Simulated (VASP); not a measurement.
# SrO (I4mm) in VASP: single point with PBE

Aim: the single point of SrO with PBE.

All numbers are computed with VASP 6.6.1; they aren't measurements. Logs are shortened: lines on timing, memory, paths and dates and some standing lists are left out, and cuts for length are marked.

## (1) The cell of the first run

Symmetry: I4mm, No. 107, tetragonal system. Conventional cell: a = 3.673 Å, b = 3.673 Å, c = 5.195 Å, α = 90.00°, β = 90.00°, γ = 90.00°. Sr (site symmetry 4mm) has 6 O at 2.41 to 2.78 Å within 3.2 Å. Within 3.2 Å of O (site symmetry 4mm) lie 6 Sr at 2.41 to 2.78 Å.

## (2) Single point, PBE (atoms displaced along a vibrational mode)

INCAR

```
SYSTEM = SrO
PREC = Accurate
ENCUT = 520
EDIFF = 1E-6
ISMEAR = 0
SIGMA = 0.05
LREAL = .False.
LASPH = .True.
NELM = 100
ALGO = Normal
ISIF = 2
LWAVE = .False.
LCHARG = .False.
GGA = PE
NBANDS = 24
ISYM = 0
```

KPOINTS

```
regular mesh
0
Gamma
  9 9 8
  0 0 0
```

POSCAR

```
SrO
1.0
    0.0000000000     -2.5975079636     -2.5975079636
   -2.5975079636      0.0000000000     -2.5975079636
    2.5975079636      2.5975079636     -5.1950159271
Sr O
2 2
Direct
    0.0027239831     -0.0081719493      0.0027239831
    0.5027239831      0.4918280507      0.5027239831
    0.7350818552      0.7947544345      0.7350818552
    0.2350818552      0.2947544345      0.2350818552
```

Potentials or basis: VASP PAW PBE potentials, release 64 (Sr_sv, O).

Command:

```
$ cat potpaw_PBE.64/Sr_sv/POTCAR potpaw_PBE.64/O/POTCAR > POTCAR
$ mpirun -np 1 vasp_std > vasp.out
```

OUTCAR:

```text
SYSTEM = SrO
   PREC = Accurate
   ENCUT = 520
   EDIFF = 1E-6
   ISMEAR = 0
   LREAL = .False.
   LASPH = .True.
   NELM = 100
   ISIF = 2
   GGA = PE
   ISYM = 0

 ion  position               nearest neighbor table
   1  0.003  0.992  0.003-   4 2.41   3 2.60   3 2.60   4 2.60   4 2.60   3 2.78   2 3.67   2 3.67
                             2 3.67   2 3.67   2 3.67   2 3.67
   2  0.503  0.492  0.503-   3 2.41   4 2.60   4 2.60   3 2.60   3 2.60   4 2.78   1 3.67   1 3.67
                             1 3.67   1 3.67   1 3.67   1 3.67
   3  0.735  0.795  0.735-   2 2.41   1 2.60   2 2.60   1 2.60   2 2.60   1 2.78
   4  0.235  0.295  0.235-   1 2.41   2 2.60   1 2.60   2 2.60   1 2.60   2 2.78

IMPORTANT INFORMATION: All symmetrisations will be switched off!
NOSYMM: (Re-)initialisation of all symmetry stuff for point group C_1.

----------------------------------------------------------------------------------------

                                     Primitive cell

  volume of cell :      70.1020

  direct lattice vectors                    reciprocal lattice vectors
     0.000000000 -2.597507964 -2.597507964     0.096246096 -0.288738287 -0.096246096
    -2.597507964  0.000000000 -2.597507964    -0.288738287  0.096246096 -0.096246096
     2.597507964  2.597507964 -5.195015927     0.096246096  0.096246096 -0.096246096

  length of vectors
     3.673430990  3.673430990  6.362569114     0.319212187  0.319212187  0.166703128

  position of ions in fractional coordinates (direct lattice)
     0.002723983  0.991828051  0.002723983
     0.502723983  0.491828051  0.502723983
     0.735081855  0.794754434  0.735081855
     0.235081855  0.294754434  0.235081855

  ion indices of the primitive-cell ions
   primitive index   ion index
                 1           1
                 2           2
                 3           3
                 4           4

----------------------------------------------------------------------------------------

 KPOINTS: regular mesh

Automatic generation of k-mesh.
 Grid dimensions read from file:
 generate k-points for:    9    9    8

 Generating k-lattice:

  Cartesian coordinates                     Fractional coordinates (reciprocal lattice)
     0.010694011 -0.032082032 -0.010694011     0.111111111  0.000000000  0.000000000
    -0.032082032  0.010694011 -0.010694011     0.000000000  0.111111111  0.000000000
     0.012030762  0.012030762 -0.012030762     0.000000000  0.000000000  0.125000000

  Length of vectors
     0.035468021  0.035468021  0.020837891

  Shift w.r.t. Gamma in fractional coordinates (k-lattice)
     0.000000000  0.000000000  0.000000000

 -----------------------------------------------------------------------------
|                                                                             |
|           W    W    AA    RRRRR   N    N  II  N    N   GGGG   !!!           |
|           W    W   A  A   R    R  NN   N  II  NN   N  G    G  !!!           |
|           W    W  A    A  R    R  N N  N  II  N N  N  G       !!!           |
|           W WW W  AAAAAA  RRRRR   N  N N  II  N  N N  G  GGG   !            |
|           WW  WW  A    A  R   R   N   NN  II  N   NN  G    G                |
|           W    W  A    A  R    R  N    N  II  N    N   GGGG   !!!           |
|                                                                             |
|     Your reciprocal lattice and k-lattice belong to different lattice       |
|     classes:                                                                |
|                                                                             |
|        The reciprocal lattice is rhombohedral (trigonal),                   |
|        whereas your k-lattice is base-centered monoclinic.                  |
|                                                                             |
|     Results are often still useful ...                                      |
|                                                                             |
 -----------------------------------------------------------------------------

 WARNING: IBZKPT: internal override: KBLOWUP is changed to .FALSE.
      ... skipping the blow-up phase ...

 Subroutine IBZKPT returns following result:
 ===========================================

 Found    325 irreducible k-points:

 Following reciprocal coordinates:
            Coordinates               Weight
  0.000000  0.000000  0.000000      1.000000
  0.111111  0.000000  0.000000      2.000000
  0.222222  0.000000 -0.000000      2.000000
  0.333333  0.000000  0.000000      2.000000
  0.444444  0.000000 -0.000000      2.000000
  0.000000  0.111111  0.000000      2.000000
[... 16 lines left out ...]
 -0.111111  0.222222 -0.000000      2.000000
  0.000000  0.333333  0.000000      2.000000
 [... further k-points ...]
   k-points           NKPTS =    325   k-points in BZ     NKDIM =    325   number of bands    NBANDS=     24
   number of dos      NEDOS =    301   number of ions     NIONS =      4
   total plane-waves  NPLWV =  37632
   dimension x,y,z NGX =    28 NGY =   28 NGZ =   48
   dimension x,y,z NGXF=    56 NGYF=   56 NGZF=   96
   ions per type =               2   2
   NGX,Y,Z   is equivalent  to a cutoff of  12.67, 12.67, 12.54 a.u.
   NGXF,Y,Z  is equivalent  to a cutoff of  25.34, 25.34, 25.08 a.u.
 SYSTEM =  SrO
   PREC   = accura    normal or accurate (medium, high low for compatibility)
   ISTART =      0    job   : 0-new  1-cont  2-samecut
   ICHARG =      2    charge: 1-file 2-atom 10-const
   ISPIN  =      1    spin polarized calculation?
   LNONCOLLINEAR =      F non collinear calculations
   LSORBIT =      F    spin-orbit coupling
   LASPH  =      T    aspherical Exc in radial PAW
   ENCUT  =  520.0 eV  38.22 Ry    6.18 a.u.   6.83  6.83 11.83*2*pi/ulx,y,z
   NELM   =    100;   NELMIN=  2; NELMDL= -5     # of ELM steps
   EDIFF  = 0.1E-05   stopping-criterion for ELM
   LREAL  =      F    real-space projection
   EDIFFG = 0.1E-04   stopping-criterion for IOM
   NSW    =      0    number of steps for IOM
   IBRION =     -1    ionic relax: 0-MD 1-quasi-New 2-CG
   NFREE  =      0    steps in history (QN), initial steepest desc. (CG)
   ISIF   =      2    stress and relaxation
   ISYM   =      0    0-nonsym 1-usesym 2-fastsym
   POTIM  = 0.5000    time-step for ionic-motion
   TEBEG  =    0.0;   TEEND  =   0.0 temperature during run
   PSTRESS=    0.0 pullay stress
   NELECT =      32.0000    total number of electrons
   NUPDOWN=      -1.0000    fix difference up-down
   EMIN   =  10.00;   EMAX   =-10.00  energy-range for DOS
   EFERMI =   0.00;   METHOD = LEGACY
   ISMEAR =     0;   SIGMA  =   0.05  broadening in eV -4-tet -1-fermi 0-gaus
   EFERMI_NEDOS =   21; number of points for ismear=-14 and -15
   IALGO  =     38    algorithm
   IMIX   =      4    mixing-type and parameters
     AMIX     =   0.40;   BMIX     =  1.00
     AMIX_MAG =   1.60;   BMIX_MAG =  1.00
  volume/ion in A,a.u.               =      17.53       118.27
  Fermi-wavevector in a.u.,A,eV,Ry     =   1.260515  2.382028 21.618263  1.588897
  Thomas-Fermi vector in A             =   2.394020
   LORBIT       =      0    0 simple, 1 ext, 2 COOP (PROOUT), +10 PAW based schemes
   GGA     = PE    functional components
   LHFCALC =     F    Hartree Fock is set to
   AEXX    =    0.0000 exact exchange contribution
   IVDW    =     0    specifies the selected vdW correction
   LEPSILON=     F    determine dielectric tensor
   LRPA    =     F    only Hartree local field effects (RPA)
 non-spin polarized calculation
 Gauss-broadening in eV      SIGMA  =   0.05
  energy-cutoff  :      520.00
  volume of cell :       70.10
 maximum number of plane-waves:      1903
   NGX = 13   NGY = 13   NGZ = 23

 number of electron      32.0000001 magnetization

 Free energy of the ion-electron system (eV)
  ---------------------------------------------------
  ext. energy  EPLUGINS =         0.00000000
  ---------------------------------------------------
  free energy    TOTEN  =       -24.03600380 eV

  energy without entropy =      -24.03600380  energy(sigma->0) =      -24.03600380

 E-fermi :   1.7292     XC(G=0):  -9.8731

 val. band max:        1.4457103982   @ k =   0.0000   0.0000   0.0000
 cond. band min:       4.8587401106   @ k =   0.0000   0.4444   0.5000
 fundamental gap:      3.4130297124
 Fermi energy:         1.7292191751

 k-point     1 :       0.0000    0.0000    0.0000
  band No.  band energies     occupation
      1     -30.9543      2.00000
      2     -30.8326      2.00000
      3     -15.0468      2.00000
      4     -13.6455      2.00000
      5     -12.7137      2.00000
      6     -12.7044      2.00000
[... 16 lines left out ...]
     23       9.7733      0.00000
     24       9.9694      0.00000

 k-point     2 :       0.1111    0.0000    0.0000
  band No.  band energies     occupation
      1     -30.9414      2.00000
      2     -30.8274      2.00000
      3     -14.9649      2.00000
      4     -13.8824      2.00000
      5     -12.8049      2.00000
      6     -12.7300      2.00000
[... 16 lines left out ...]
     23      10.0466      0.00000
     24      10.2592      0.00000

 k-point     3 :       0.2222    0.0000   -0.0000
  band No.  band energies     occupation
      1     -30.9075      2.00000
      2     -30.8152      2.00000
      3     -14.7556      2.00000
      4     -14.2624      2.00000
      5     -13.0508      2.00000
      6     -12.7772      2.00000
[... 16 lines left out ...]
     23      10.4339      0.00000
     24      10.5420      0.00000
[... 514 lines left out ...]
 k-point    23 :      -0.1111    0.2222   -0.0000
  band No.  band energies     occupation
      1     -30.8817      2.00000
      2     -30.8046      2.00000
      3     -14.5786      2.00000
      4     -14.5178      2.00000
      5     -13.1778      2.00000
      6     -12.9046      2.00000
[... 16 lines left out ...]
     23      10.2744      0.00000
     24      11.0370      0.00000

 k-point    24 :       0.0000    0.3333    0.0000
  band No.  band energies     occupation
      1     -30.8642      2.00000
      2     -30.8045      2.00000
      3     -14.5751      2.00000
      4     -14.5626      2.00000
      5     -13.2552      2.00000
      6     -12.8147      2.00000
[... 16 lines left out ...]
     23      10.4512      0.00000
     24      10.8637      0.00000

 [... further k-points ...]
[... 5 lines left out ...]
  --------------------------------------------------------------------------------------
  -------------------------------------------------------------------------------------
  Total        1.5870460      0.0943449      0.0945085     -0.0002592      0.0000610      0.0002013
  in kB       36.2718278      2.1562469      2.1599845     -0.0059245      0.0013946      0.0046018
  external PRESSURE =      13.5293531 kB  Pullay stress =       0.0000000 kB

 VOLUME and BASIS-vectors are now :
 -----------------------------------------------------------------------------
  energy-cutoff  :      520.00
  volume of cell :       70.10
      direct lattice vectors                 reciprocal lattice vectors
     0.000000000 -2.597507964 -2.597507964     0.096246096 -0.288738287 -0.096246096
    -2.597507964  0.000000000 -2.597507964    -0.288738287  0.096246096 -0.096246096
     2.597507964  2.597507964 -5.195015927     0.096246096  0.096246096 -0.096246096

 POSITION                                       TOTAL-FORCE (eV/Angst)
 -----------------------------------------------------------------------------------
     -2.56921      0.00000     -2.59751        -0.450246      0.000048      0.000011
      0.02830      0.00000     -5.19502        -0.450254      0.000040      0.000018
     -0.15500      0.00000     -7.79252         0.450240     -0.000044     -0.000015
     -0.15500      0.00000     -2.59751         0.450260     -0.000044     -0.000014
 -----------------------------------------------------------------------------------
    total drift:                               -0.000095     -0.000174     -0.000068

  FREE ENERGIE OF THE ION-ELECTRON SYSTEM (eV)
  ---------------------------------------------------
  free  energy   TOTEN  =       -24.0360037999 eV

  energy  without entropy=      -24.0360037999  energy(sigma->0) =      -24.03600380
```

Run time: 14 min. Hardware: 1 thread of Oxide Virtual Turin-like, shared host; peak memory 0.5 GiB.

What came out:

* Free energy: -24.0360 eV
* Pressure: 1.4 GPa
* Largest force: 0.450 eV/Å
* Band gap on the k mesh: 3.41 eV

Forces on the atoms (eV/Å):
```
Sr  -0.450  0.000  0.000
Sr  -0.450  0.000  0.000
O    0.450  0.000  0.000
O    0.450  0.000  0.000
```

Levels at points of the mesh, in eV from the valence-band top:
| k point | band 13 | band 14 | band 15 | band 16 | band 17 | band 18 | band 19 | band 20 |
| --- | --- | --- | --- | --- | --- | --- | --- | --- |
| (0.00, 0.00, 0.00) | -0.99 | -0.02 | -0.02 | 0.00 | 3.82 | 6.23 | 6.35 | 6.35 |
| (0.00, 0.00, 0.50) | -0.55 | -0.55 | -0.50 | -0.50 | 5.79 | 5.79 | 6.19 | 6.19 |

Caveat: the cell differs from its parent crystal (atoms displaced along a vibrational mode). A k mesh can miss the band edges.
